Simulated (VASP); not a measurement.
# Sn (Im-3m) in VASP: further runs

Sn is run at these levels: LDA, PBE, PBEsol; tasks: single point.

Everything below comes from runs of VASP 6.6.1. Logs are shortened: lines on timing, memory, paths and dates and some standing lists are left out, and cuts for length are marked.

## Step 1: The cell of the first run

Symmetry: Im-3m, No. 229, cubic system. The conventional cell has a = 3.789 Å, b = 3.789 Å, c = 3.789 Å, α = 90.00°, β = 90.00°, γ = 90.00°. Sn (site symmetry m-3m) has 14 Sn at 3.28 to 3.79 Å within 4.3 Å.

## Step 2: Single point, LDA

Input file INCAR:

```
SYSTEM = Sn
PREC = Accurate
ENCUT = 520
EDIFF = 1E-6
ISMEAR = -1
SIGMA = 0.05
LREAL = .False.
LASPH = .True.
NELM = 80
ALGO = Normal
ISIF = 2
LWAVE = .False.
LCHARG = .False.
NBANDS = 13
```

Input file KPOINTS:

```
Automatic mesh
0
Gamma
  10 10 10
  0 0 0
```

Input file POSCAR:

```
Sn
1.0
   -1.8946518192      1.8946518192      1.8946518192
    1.8946518192     -1.8946518192      1.8946518192
    1.8946518192      1.8946518192     -1.8946518192
Sn
1
Direct
    0.0000000000      0.0000000000      0.0000000000
```

Potentials or basis: VASP PAW LDA potentials, release 64 (Sn_d).

Launch:

```console
> cat potpaw_LDA.64/Sn_d/POTCAR > POTCAR
> mpirun -np 1 vasp_std > vasp.out
```

OUTCAR:

```text
SYSTEM = Sn
   PREC = Accurate
   ENCUT = 520
   EDIFF = 1E-6
   ISMEAR = -1
   LREAL = .False.
   LASPH = .True.
   NELM = 80
   ISIF = 2

 ion  position               nearest neighbor table
   1  0.000  0.000  0.000-

  LATTYP: Found a body centered cubic cell.
 ALAT       =     3.7893036384

  Lattice vectors:

 A1 = (  -1.8946518192,   1.8946518192,   1.8946518192)
 A2 = (   1.8946518192,  -1.8946518192,   1.8946518192)
 A3 = (   1.8946518192,   1.8946518192,  -1.8946518192)

Analysis of symmetry for initial positions (statically):
=====================================================================
 Subroutine PRICEL returns:
 Original cell was already a primitive cell.

 Routine SETGRP: Setting up the symmetry group for a
 body centered cubic supercell.

 Subroutine GETGRP returns: Found 48 space group operations
[... 9 lines left out ...]

 Routine SETGRP: Setting up the symmetry group for a
 body centered cubic supercell.

 Subroutine GETGRP returns: Found 48 space group operations
[... 11 lines left out ...]
                                     Primitive cell

  volume of cell :      27.2050

  direct lattice vectors                    reciprocal lattice vectors
    -1.894651819  1.894651819  1.894651819     0.000000000  0.263900731  0.263900731
     1.894651819 -1.894651819  1.894651819     0.263900731  0.000000000  0.263900731
     1.894651819  1.894651819 -1.894651819     0.263900731  0.263900731  0.000000000

  length of vectors
     3.281633214  3.281633214  3.281633214     0.373211993  0.373211993  0.373211993

  position of ions in fractional coordinates (direct lattice)
     0.000000000  0.000000000  0.000000000

  ion indices of the primitive-cell ions
   primitive index   ion index
                 1           1

----------------------------------------------------------------------------------------

 KPOINTS: Automatic mesh

Automatic generation of k-mesh.
 Grid dimensions read from file:
 generate k-points for:   10   10   10

 Generating k-lattice:

  Cartesian coordinates                     Fractional coordinates (reciprocal lattice)
     0.000000000  0.026390073  0.026390073     0.100000000  0.000000000  0.000000000
     0.026390073  0.000000000  0.026390073     0.000000000  0.100000000  0.000000000
     0.026390073  0.026390073  0.000000000     0.000000000  0.000000000  0.100000000

  Length of vectors
     0.037321199  0.037321199  0.037321199

  Shift w.r.t. Gamma in fractional coordinates (k-lattice)
     0.000000000  0.000000000  0.000000000

 Subroutine IBZKPT returns following result:
 ===========================================

 Found     47 irreducible k-points:

 Following reciprocal coordinates:
            Coordinates               Weight
  0.000000  0.000000  0.000000      1.000000
  0.100000  0.000000  0.000000     12.000000
  0.200000  0.000000  0.000000     12.000000
  0.300000  0.000000  0.000000     12.000000
  0.400000  0.000000  0.000000     12.000000
  0.500000  0.000000  0.000000      6.000000
[... 16 lines left out ...]
  0.300000  0.300000  0.100000      8.000000
 -0.300000  0.300000  0.100000     24.000000
 [... further k-points ...]
   k-points           NKPTS =     47   k-points in BZ     NKDIM =     47   number of bands    NBANDS=     13
   number of dos      NEDOS =    301   number of ions     NIONS =      1
   total plane-waves  NPLWV =  13824
   dimension x,y,z NGX =    24 NGY =   24 NGZ =   24
   dimension x,y,z NGXF=    48 NGYF=   48 NGZF=   48
   ions per type =               1
   NGX,Y,Z   is equivalent  to a cutoff of  12.16, 12.16, 12.16 a.u.
   NGXF,Y,Z  is equivalent  to a cutoff of  24.32, 24.32, 24.32 a.u.
 SYSTEM =  Sn
   PREC   = accura    normal or accurate (medium, high low for compatibility)
   ISTART =      0    job   : 0-new  1-cont  2-samecut
   ICHARG =      2    charge: 1-file 2-atom 10-const
   ISPIN  =      1    spin polarized calculation?
   LNONCOLLINEAR =      F non collinear calculations
   LSORBIT =      F    spin-orbit coupling
   LASPH  =      T    aspherical Exc in radial PAW
   ENCUT  =  520.0 eV  38.22 Ry    6.18 a.u.   6.10  6.10  6.10*2*pi/ulx,y,z
   NELM   =     80;   NELMIN=  2; NELMDL= -5     # of ELM steps
   EDIFF  = 0.1E-05   stopping-criterion for ELM
   LREAL  =      F    real-space projection
   EDIFFG = 0.1E-04   stopping-criterion for IOM
   NSW    =      0    number of steps for IOM
   IBRION =     -1    ionic relax: 0-MD 1-quasi-New 2-CG
   NFREE  =      0    steps in history (QN), initial steepest desc. (CG)
   ISIF   =      2    stress and relaxation
   ISYM   =      2    0-nonsym 1-usesym 2-fastsym
   POTIM  = 0.5000    time-step for ionic-motion
   TEBEG  =    0.0;   TEEND  =   0.0 temperature during run
   PSTRESS=    0.0 pullay stress
   NELECT =      14.0000    total number of electrons
   NUPDOWN=      -1.0000    fix difference up-down
   EMIN   =  10.00;   EMAX   =-10.00  energy-range for DOS
[... 5 lines left out ...]
     AMIX     =   0.40;   BMIX     =  1.00
     AMIX_MAG =   1.60;   BMIX_MAG =  1.00
  volume/ion in A,a.u.               =      27.20       183.59
  Fermi-wavevector in a.u.,A,eV,Ry     =   1.311902  2.479136 23.416813  1.721087
  Thomas-Fermi vector in A             =   2.442332
   LORBIT       =      0    0 simple, 1 ext, 2 COOP (PROOUT), +10 PAW based schemes
   GGA     = CA    functional components
   LHFCALC =     F    Hartree Fock is set to
   AEXX    =    0.0000 exact exchange contribution
   IVDW    =     0    specifies the selected vdW correction
   LEPSILON=     F    determine dielectric tensor
   LRPA    =     F    only Hartree local field effects (RPA)
 non-spin polarized calculation
  energy-cutoff  :      520.00
  volume of cell :       27.20
 maximum number of plane-waves:       751
   NGX = 13   NGY = 13   NGZ = 13

 number of electron      13.9999996 magnetization

 Free energy of the ion-electron system (eV)
  ---------------------------------------------------
  ext. energy  EPLUGINS =         0.00000000
  ---------------------------------------------------
  free energy    TOTEN  =        -4.41106595 eV

  energy without entropy =       -4.40367657  energy(sigma->0) =       -4.40737126

 E-fermi :   7.7600     XC(G=0): -10.6011

 val. band max:        7.6550647830   @ k =   0.2000   0.2000   0.0000
 cond. band min:       7.7611171438   @ k =   0.3000   0.0000   0.0000
 fundamental gap:      0.1060523608
 Fermi energy:         7.7599536749

 k-point     1 :       0.0000    0.0000    0.0000
  band No.  band energies     occupation
      1     -13.6538      2.00000
      2     -13.6538      2.00000
      3     -13.6538      2.00000
      4     -13.5131      2.00000
      5     -13.5131      2.00000
      6      -3.2925      2.00000
      7      15.6240      0.00000
      8      15.6240      0.00000
      9      15.6240      0.00000
     10      20.0140      0.00000
     11      20.0140      0.00000
     12      20.0140      0.00000
     13      20.5953      0.00000

 k-point     2 :       0.1000    0.0000    0.0000
  band No.  band energies     occupation
      1     -13.6583      2.00000
      2     -13.6474      2.00000
      3     -13.6329      2.00000
      4     -13.5180      2.00000
      5     -13.5137      2.00000
      6      -3.0751      2.00000
      7      13.9416      0.00000
      8      14.8640      0.00000
      9      15.3540      0.00000
     10      18.4157      0.00000
     11      18.7603      0.00000
     12      19.6720      0.00000
     13      21.3289      0.00000

 k-point     3 :       0.2000    0.0000    0.0000
  band No.  band energies     occupation
      1     -13.6698      2.00000
      2     -13.6339      2.00000
      3     -13.5774      2.00000
      4     -13.5283      2.00000
      5     -13.5153      2.00000
      6      -2.4225      2.00000
      7      10.8445      0.00000
      8      13.5211      0.00000
      9      14.6640      0.00000
     10      17.2247      0.00000
     11      17.6112      0.00000
     12      19.8217      0.00000
     13      21.8289      0.00000

 k-point     4 :       0.3000    0.0000    0.0000
  band No.  band energies     occupation
      1     -13.6841      2.00000
      2     -13.6274      2.00000
      3     -13.5320      2.00000
      4     -13.5172      2.00000
      5     -13.5079      2.00000
      6      -1.3397      2.00000
      7       7.7611      0.98837
      8      12.3557      0.00000
      9      13.9143      0.00000
     10      16.4308      0.00000
     11      16.7989      0.00000
     12      20.6749      0.00000
     13      22.4871      0.00000

 k-point     5 :       0.4000    0.0000    0.0000
  band No.  band energies     occupation
      1     -13.6956      2.00000
      2     -13.6325      2.00000
      3     -13.5257      2.00000
      4     -13.5186      2.00000
      5     -13.4509      2.00000
      6       0.1227      2.00000
      7       5.0463      2.00000
      8      11.5986      0.00000
      9      13.3872      0.00000
     10      15.9724      0.00000
     11      16.3166      0.00000
     12      21.9217      0.00000
     13      23.2940      0.00000
[... 257 lines left out ...]
 k-point    22 :      -0.2000    0.2000    0.1000
  band No.  band energies     occupation
      1     -13.6484      2.00000
      2     -13.6236      2.00000
      3     -13.5807      2.00000
      4     -13.5422      2.00000
      5     -13.5153      2.00000
      6      -2.2057      2.00000
      7      10.9534      0.00000
      8      12.7354      0.00000
      9      13.5347      0.00000
     10      16.6968      0.00000
     11      18.6962      0.00000
     12      19.1380      0.00000
     13      22.5299      0.00000

 k-point    23 :       0.3000    0.3000    0.1000
  band No.  band energies     occupation
      1     -13.6545      2.00000
      2     -13.5552      2.00000
      3     -13.5552      2.00000
      4     -13.5140      2.00000
      5     -13.5140      2.00000
      6       2.3497      2.00000
      7       5.5581      2.00000
      8       5.5581      2.00000
      9       9.4473      0.00000
     10      21.7278      0.00000
     11      22.7041      0.00000
     12      22.7041      0.00000
     13      26.3840      0.00000

 k-point    24 :      -0.3000    0.3000    0.1000
  band No.  band energies     occupation
      1     -13.6617      2.00000
      2     -13.6161      2.00000
      3     -13.5459      2.00000
      4     -13.5219      2.00000
      5     -13.5107      2.00000
      6      -1.1251      2.00000
      7       7.9386      0.05456
      8      11.6033      0.00000
      9      12.9232      0.00000
     10      16.8310      0.00000
     11      17.8821      0.00000
     12      18.8613      0.00000
     13      24.5896      0.00000

 [... further k-points ...]
[... 5 lines left out ...]
  --------------------------------------------------------------------------------------
  -------------------------------------------------------------------------------------
  Total       -0.5871218     -0.5871218     -0.5871218     -0.0000000     -0.0000000      0.0000000
  in kB      -34.5772610    -34.5772610    -34.5772610     -0.0000000     -0.0000000      0.0000000
  external PRESSURE =     -34.5772610 kB  Pullay stress =       0.0000000 kB

 VOLUME and BASIS-vectors are now :
 -----------------------------------------------------------------------------
  energy-cutoff  :      520.00
  volume of cell :       27.20
      direct lattice vectors                 reciprocal lattice vectors
    -1.894651819  1.894651819  1.894651819     0.000000000  0.263900731  0.263900731
     1.894651819 -1.894651819  1.894651819     0.263900731  0.000000000  0.263900731
     1.894651819  1.894651819 -1.894651819     0.263900731  0.263900731  0.000000000

 POSITION                                       TOTAL-FORCE (eV/Angst)
 -----------------------------------------------------------------------------------
      0.00000      0.00000      0.00000         0.000000      0.000000      0.000000
 -----------------------------------------------------------------------------------
    total drift:                                0.000000      0.000000     -0.000000

  FREE ENERGIE OF THE ION-ELECTRON SYSTEM (eV)
  ---------------------------------------------------
  free  energy   TOTEN  =        -4.4110659486 eV

  energy  without entropy=       -4.4036765708  energy(sigma->0) =       -4.40737126
```

Run time: 4.4 s. Hardware: 1 thread of Intel Xeon 6975P-C, shared host; peak memory 0.13 GiB.

What came out:

```
Free energy            : -4.4111 eV
Pressure               : -3.5 GPa
Band gap on the k mesh : zero (band 7 reaches 15.62 eV, above the bottom of band 8 at 5.56 eV)
```

Caveat: spin-orbit coupling is left out, which moves the levels of the heavy elements.

(Part 1 of 2 ends here.)
